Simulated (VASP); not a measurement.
# MgSi (Cmcm) in VASP: notebook

MgSi is run at these levels: PBEsol; tasks: single point.

All numbers are computed with VASP 6.6.1; they aren't measurements. Logs are shortened: lines on timing, memory, paths and dates and some standing lists are left out, and cuts for length are marked.

## Step 1: The cell of the first run

The structure is orthorhombic, space group Cmcm (No. 63). Conventional cell: a = 3.118 Å, b = 10.341 Å, c = 4.089 Å, α = 90.00°, β = 90.00°, γ = 90.00°. Within 3.2 Å of Mg (site symmetry m2m) lie 7 Si at 2.42 to 3.16 Å and 6 Mg at 2.97 to 3.12 Å. Within 3.2 Å of Si (site symmetry m2m) lie 7 Mg at 2.42 to 3.16 Å and 4 Si at 2.73 to 3.12 Å.

## Step 2: Single point, PBEsol (strained)

Contents of INCAR:

```
PREC = Accurate ; ENCUT = 520
EDIFF = 1E-6 ; ISMEAR = 0
SIGMA = 0.1 ; LREAL = False
LASPH = True ; NELM = 60
ALGO = Normal ; ISIF = 2
LWAVE = False ; LCHARG = False
GGA = PS ; NBANDS = 14
```

Contents of KPOINTS:

```
Automatic mesh
0
Gamma
  14 14 10
```

Contents of POSCAR:

```
MgSi
1.0
    1.5589613758     -5.1706676870      0.0000000000
    1.5589613758      5.1706676870      0.0000000000
    0.0000000000      0.0000000000      4.0893591134
Mg Si
2 2
Direct
    0.8216652095      0.1783347905      0.7500000000
    0.1783347905      0.8216652095      0.2500000000
    0.4125383917      0.5874616083      0.2500000000
    0.5874616083      0.4125383917      0.7500000000
```

Potentials or basis: VASP PAW PBE potentials, release 64 (Mg, Si).

Run with:

```console
cat potpaw_PBE.64/Mg/POTCAR potpaw_PBE.64/Si/POTCAR > POTCAR
mpirun -np 1 vasp_std > vasp.out
```

OUTCAR:

```text
PREC = Accurate
   ENCUT = 520
   EDIFF = 1E-6
   ISMEAR = 0
   LREAL = False
   LASPH = True
   NELM = 60
   ISIF = 2
   GGA = PS

 ion  position               nearest neighbor table
   1  0.822  0.178  0.750-   4 2.42   3 2.74   3 2.74   3 2.74   3 2.74   2 2.97   2 2.97   2 2.97
                             2 2.97   4 3.16   4 3.16
   2  0.178  0.822  0.250-   3 2.42   4 2.74   4 2.74   4 2.74   4 2.74   1 2.97   1 2.97   1 2.97
                             1 2.97   3 3.16   3 3.16
   3  0.413  0.587  0.250-   2 2.42   4 2.73   4 2.73   1 2.74   1 2.74   1 2.74   1 2.74   2 3.16
                             2 3.16
   4  0.587  0.413  0.750-   1 2.42   3 2.73   3 2.73   2 2.74   2 2.74   2 2.74   2 2.74   1 3.16
                             1 3.16

  LATTYP: Found a base centered orthorhombic cell.
 ALAT       =     3.1179227516
 B/A-ratio  =     3.3167388027
 C/A-ratio  =     1.3115652437

  Lattice vectors:

 A1 = (   1.5589613758,  -5.1706676870,   0.0000000000)
 A2 = (   1.5589613758,   5.1706676870,   0.0000000000)
 A3 = (   0.0000000000,   0.0000000000,   4.0893591134)

Analysis of symmetry for initial positions (statically):
=====================================================================
 Subroutine PRICEL returns:
 Original cell was already a primitive cell.

 Routine SETGRP: Setting up the symmetry group for a
 base centered orthorhombic supercell.

 Subroutine GETGRP returns: Found  8 space group operations
 (whereof  4 operations were pure point group operations)
 out of a pool of  8 trial point group operations.

The static configuration has the point symmetry C_2h.
 The point group associated with its full space group is D_2h.

Analysis of symmetry for dynamics (positions and initial velocities):
=====================================================================
 Subroutine PRICEL returns:
 Original cell was already a primitive cell.

 Routine SETGRP: Setting up the symmetry group for a
 base centered orthorhombic supercell.

 Subroutine GETGRP returns: Found  8 space group operations
 (whereof  4 operations were pure point group operations)
 out of a pool of  8 trial point group operations.

The dynamic configuration has the point symmetry C_2h.
 The point group associated with its full space group is D_2h.

 Subroutine INISYM returns: Found  8 space group operations
 (whereof  4 operations are pure point group operations),
 and found     1 'primitive' translations

----------------------------------------------------------------------------------------

                                     Primitive cell

  volume of cell :      65.9276

  direct lattice vectors                    reciprocal lattice vectors
     1.558961376 -5.170667687  0.000000000     0.320726355 -0.096699310  0.000000000
     1.558961376  5.170667687  0.000000000     0.320726355  0.096699310  0.000000000
     0.000000000  0.000000000  4.089359113     0.000000000  0.000000000  0.244537095

  length of vectors
     5.400570794  5.400570794  4.089359113     0.334986793  0.334986793  0.244537095

  position of ions in fractional coordinates (direct lattice)
     0.821665209  0.178334791  0.750000000
     0.178334791  0.821665209  0.250000000
     0.412538392  0.587461608  0.250000000
     0.587461608  0.412538392  0.750000000

  ion indices of the primitive-cell ions
   primitive index   ion index
                 1           1
                 2           2
                 3           3
                 4           4

----------------------------------------------------------------------------------------

 KPOINTS: Automatic mesh

Automatic generation of k-mesh.
 Grid dimensions read from file:
 generate k-points for:   14   14   10

 Generating k-lattice:

  Cartesian coordinates                     Fractional coordinates (reciprocal lattice)
     0.022909025 -0.006907094  0.000000000     0.071428571  0.000000000  0.000000000
     0.022909025  0.006907094  0.000000000     0.000000000  0.071428571  0.000000000
     0.000000000  0.000000000  0.024453710     0.000000000  0.000000000  0.100000000

  Length of vectors
     0.023927628  0.023927628  0.024453710

  Shift w.r.t. Gamma in fractional coordinates (k-lattice)
     0.000000000  0.000000000  0.000000000

 Subroutine IBZKPT returns following result:
 ===========================================

 Found    342 irreducible k-points:

 Following reciprocal coordinates:
            Coordinates               Weight
  0.000000  0.000000  0.000000      1.000000
  0.071429 -0.000000  0.000000      4.000000
  0.142857  0.000000  0.000000      4.000000
  0.214286  0.000000  0.000000      4.000000
  0.285714  0.000000  0.000000      4.000000
  0.357143 -0.000000  0.000000      4.000000
[... 16 lines left out ...]
  0.214286  0.142857  0.000000      4.000000
  0.285714  0.142857  0.000000      4.000000
 [... further k-points ...]
   k-points           NKPTS =    342   k-points in BZ     NKDIM =    342   number of bands    NBANDS=     14
   number of dos      NEDOS =    301   number of ions     NIONS =      4
   total plane-waves  NPLWV =  48000
   dimension x,y,z NGX =    40 NGY =   40 NGZ =   30
   dimension x,y,z NGXF=    80 NGYF=   80 NGZF=   60
   ions per type =               2   2
   NGX,Y,Z   is equivalent  to a cutoff of  12.31, 12.31, 12.20 a.u.
   NGXF,Y,Z  is equivalent  to a cutoff of  24.63, 24.63, 24.39 a.u.
 SYSTEM =  unknown system
   PREC   = accura    normal or accurate (medium, high low for compatibility)
   ISTART =      0    job   : 0-new  1-cont  2-samecut
   ICHARG =      2    charge: 1-file 2-atom 10-const
   ISPIN  =      1    spin polarized calculation?
   LNONCOLLINEAR =      F non collinear calculations
   LSORBIT =      F    spin-orbit coupling
   LASPH  =      T    aspherical Exc in radial PAW
   ENCUT  =  520.0 eV  38.22 Ry    6.18 a.u.  10.04 10.04  7.60*2*pi/ulx,y,z
   NELM   =     60;   NELMIN=  2; NELMDL= -5     # of ELM steps
   EDIFF  = 0.1E-05   stopping-criterion for ELM
   LREAL  =      F    real-space projection
   EDIFFG = 0.1E-04   stopping-criterion for IOM
   NSW    =      0    number of steps for IOM
   IBRION =     -1    ionic relax: 0-MD 1-quasi-New 2-CG
   NFREE  =      0    steps in history (QN), initial steepest desc. (CG)
   ISIF   =      2    stress and relaxation
   ISYM   =      2    0-nonsym 1-usesym 2-fastsym
   POTIM  = 0.5000    time-step for ionic-motion
   TEBEG  =    0.0;   TEEND  =   0.0 temperature during run
   PSTRESS=    0.0 pullay stress
   NELECT =      12.0000    total number of electrons
   NUPDOWN=      -1.0000    fix difference up-down
   EMIN   =  10.00;   EMAX   =-10.00  energy-range for DOS
   EFERMI =   0.00;   METHOD = LEGACY
   ISMEAR =     0;   SIGMA  =   0.10  broadening in eV -4-tet -1-fermi 0-gaus
   EFERMI_NEDOS =   21; number of points for ismear=-14 and -15
   IALGO  =     38    algorithm
   IMIX   =      4    mixing-type and parameters
     AMIX     =   0.40;   BMIX     =  1.00
     AMIX_MAG =   1.60;   BMIX_MAG =  1.00
  volume/ion in A,a.u.               =      16.48       111.23
  Fermi-wavevector in a.u.,A,eV,Ry     =   0.927782  1.753255 11.711628  0.860780
  Thomas-Fermi vector in A             =   2.053889
   LORBIT       =      0    0 simple, 1 ext, 2 COOP (PROOUT), +10 PAW based schemes
   GGA     = PS    functional components
   LHFCALC =     F    Hartree Fock is set to
   AEXX    =    0.0000 exact exchange contribution
   IVDW    =     0    specifies the selected vdW correction
   LEPSILON=     F    determine dielectric tensor
   LRPA    =     F    only Hartree local field effects (RPA)
 non-spin polarized calculation
 Gauss-broadening in eV      SIGMA  =   0.10
  energy-cutoff  :      520.00
  volume of cell :       65.93
 maximum number of plane-waves:      1802
   NGX = 21   NGY = 21   NGZ = 15

 number of electron      11.9999999 magnetization

 Free energy of the ion-electron system (eV)
  ---------------------------------------------------
  ext. energy  EPLUGINS =         0.00000000
  ---------------------------------------------------
  free energy    TOTEN  =       -14.03222010 eV

  energy without entropy =      -14.02473987  energy(sigma->0) =      -14.02847999

 E-fermi :   6.4007     XC(G=0): -10.1353

 val. band max:        6.3814313557   @ k =  -0.3571   0.2143   0.5000
 cond. band min:       6.4047143851   @ k =  -0.2857   0.0714   0.5000
 fundamental gap:      0.0232830295
 Fermi energy:         6.4006727961

 k-point     1 :       0.0000    0.0000    0.0000
  band No.  band energies     occupation
      1      -5.0753      2.00000
      2      -0.7228      2.00000
      3       1.1424      2.00000
      4       3.1492      2.00000
      5       5.4296      2.00000
      6       7.4554      0.00000
      7       9.0853      0.00000
      8       9.2940      0.00000
      9       9.4176      0.00000
     10      10.0608      0.00000
     11      10.3736      0.00000
     12      12.3803      0.00000
     13      12.5147      0.00000
     14      16.2017      0.00000

 k-point     2 :       0.0714   -0.0000    0.0000
  band No.  band energies     occupation
      1      -4.9975      2.00000
      2      -0.7064      2.00000
      3       1.2672      2.00000
      4       3.2154      2.00000
      5       5.4982      2.00000
      6       7.4558      0.00000
      7       8.1385      0.00000
      8       9.1691      0.00000
      9       9.5182      0.00000
     10       9.5473      0.00000
     11      10.3794      0.00000
     12      13.2211      0.00000
     13      13.4681      0.00000
     14      16.0523      0.00000
[... 343 lines left out ...]
      1      -3.3721      2.00000
      2       0.6351      2.00000
      3       2.1241      2.00000
      4       3.1279      2.00000
      5       3.7691      2.00000
      6       4.5420      2.00000
      7       7.2212      0.00000
      8       8.3454      0.00000
      9      10.3454      0.00000
     10      10.4015      0.00000
     11      10.8806      0.00000
     12      11.4104      0.00000
     13      11.6883      0.00000
     14      12.3779      0.00000

 k-point    24 :       0.2857    0.1429    0.0000
  band No.  band energies     occupation
      1      -2.7439      2.00000
      2       0.5995      2.00000
      3       1.3942      2.00000
      4       2.9727      2.00000
      5       3.9989      2.00000
      6       5.0036      2.00000
      7       7.6859      0.00000
      8       8.2339      0.00000
      9       9.4475      0.00000
     10       9.9250      0.00000
     11      10.5433      0.00000
     12      11.4398      0.00000
     13      11.5098      0.00000
     14      12.5303      0.00000

 [... further k-points ...]
[... 5 lines left out ...]
  --------------------------------------------------------------------------------------
  -------------------------------------------------------------------------------------
  Total        0.5710882      6.5610398      2.0485588      0.0000000     -0.0000000      0.0000000
  in kB       13.8786285    159.4468808     49.7842281      0.0000000     -0.0000000      0.0000000
  external PRESSURE =      74.3699125 kB  Pullay stress =       0.0000000 kB

 VOLUME and BASIS-vectors are now :
 -----------------------------------------------------------------------------
  energy-cutoff  :      520.00
  volume of cell :       65.93
      direct lattice vectors                 reciprocal lattice vectors
     1.558961376 -5.170667687  0.000000000     0.320726355 -0.096699310  0.000000000
     1.558961376  5.170667687  0.000000000     0.320726355  0.096699310  0.000000000
     0.000000000  0.000000000  4.089359113     0.000000000  0.000000000  0.244537095

 POSITION                                       TOTAL-FORCE (eV/Angst)
 -----------------------------------------------------------------------------------
      1.55896     -3.32645      3.06702         0.000000     -1.787899      0.000000
      1.55896      3.32645      1.02234         0.000000      1.787899      0.000000
      1.55896      0.90447      1.02234         0.000000     -2.160604      0.000000
      1.55896     -0.90447      3.06702         0.000000      2.160604     -0.000000
 -----------------------------------------------------------------------------------
    total drift:                                0.000000     -0.000000     -0.000000

  FREE ENERGIE OF THE ION-ELECTRON SYSTEM (eV)
  ---------------------------------------------------
  free  energy   TOTEN  =       -14.0322201040 eV

  energy  without entropy=      -14.0247398686  energy(sigma->0) =      -14.02847999
```

Wall time 4 min (1 thread of AMD EPYC 9R45 (Zen 5), shared host); peak memory 0.4 GiB.

What came out:

```yaml
Free_energy: -14.0322 eV
Pressure: 7.4 GPa
Largest_force: 2.161 eV/Å
Band_gap_on_the_k_mesh: zero (band 6 reaches 8.52 eV, above the bottom of band 7 at 5.19 eV)
```

Forces on the atoms (eV/Å):
```
Mg   0.000 -1.788  0.000
Mg   0.000  1.788  0.000
Si   0.000 -2.161  0.000
Si   0.000  2.161  0.000
```

Caveat: the cell differs from its parent crystal (strained); the PAW data sets were made with another functional, which shifts forces and pressure a little.

## Step 3: Single point, PBEsol (strained)

Contents of INCAR:

```
PREC = Accurate ; ENCUT = 520
EDIFF = 1E-6 ; ISMEAR = 0
SIGMA = 0.1 ; LREAL = F
LASPH = T ; NELM = 100
ALGO = Normal ; ISIF = 2
LWAVE = F ; LCHARG = T
GGA = PS ; LELF = T
LVHAR = T ; NBANDS = 14
```

KPOINTS is that of step 2.

Contents of POSCAR:

```
MgSi
1.0
    1.4966371781     -5.5382260109      0.0000000000
    1.4966371781      5.5382260109      0.0000000000
    0.0000000000      0.0000000000      4.4768936070
Mg Si
2 2
Direct
    0.8394298712      0.1605701288      0.7500000000
    0.1605701288      0.8394298712      0.2500000000
    0.4297200082      0.5702799918      0.2500000000
    0.5702799918      0.4297200082      0.7500000000
```

Potentials or basis: VASP PAW PBE potentials, release 64 (Mg, Si).

Run with:

```console
cat potpaw_PBE.64/Mg/POTCAR potpaw_PBE.64/Si/POTCAR > POTCAR
mpirun -np 1 vasp_std > vasp.out
```

Wall time 8.6 min (1 thread of AMD EPYC 9R45 (Zen 5), shared host); peak memory 0.48 GiB.

Results (log left out):

* Free energy: -14.6410 eV
* Pressure: -3.8 GPa
* Largest force: 0.101 eV/Å
* Band gap on the k mesh: zero (band 6 reaches 7.23 eV, above the bottom of band 7 at 4.52 eV)

Forces in eV/Å, atoms in the order of the input:
```
Mg   0.000  0.101  0.000
Mg   0.000 -0.101  0.000
Si   0.000 -0.006  0.000
Si   0.000  0.006  0.000
```

Stress tensor (GPa, compression positive):
```
-2.98  0.00  0.00
 0.00 -4.90  0.00
 0.00  0.00 -3.51
```

Levels at points of the mesh, in eV from the Fermi level:
| k point | band 2 | band 3 | band 4 | band 5 | band 6 | band 7 | band 8 | band 9 | band 10 | band 11 |
| --- | --- | --- | --- | --- | --- | --- | --- | --- | --- | --- |
| (0.00, 0.00, 0.00) | -6.89 | -4.70 | -3.95 | -2.60 | 0.56 | 1.75 | 2.46 | 2.46 | 3.76 | 6.10 |
| (0.50, 0.00, 0.00) | -5.54 | -4.50 | -2.79 | -1.56 | -0.48 | -0.17 | 1.87 | 2.20 | 2.72 | 2.79 |
| (0.50, 0.50, 0.00) | -8.31 | -3.66 | -3.19 | -1.70 | -1.03 | 1.08 | 1.84 | 3.59 | 6.07 | 6.60 |
| (0.00, 0.00, 0.50) | -9.44 | -4.12 | -4.12 | -2.66 | -2.66 | 4.74 | 4.74 | 4.97 | 4.97 | 7.82 |
| (0.50, 0.00, 0.50) | -6.50 | -3.97 | -3.97 | -2.38 | -2.38 | -0.02 | -0.02 | 2.69 | 2.69 | 3.92 |
| (0.50, 0.50, 0.50) | -9.19 | -5.87 | -5.87 | 1.64 | 1.64 | 2.26 | 2.26 | 4.89 | 4.89 | 5.42 |

Caveat: the cell differs from its parent crystal (strained); the PAW data sets were made with another functional, which shifts forces and pressure a little.
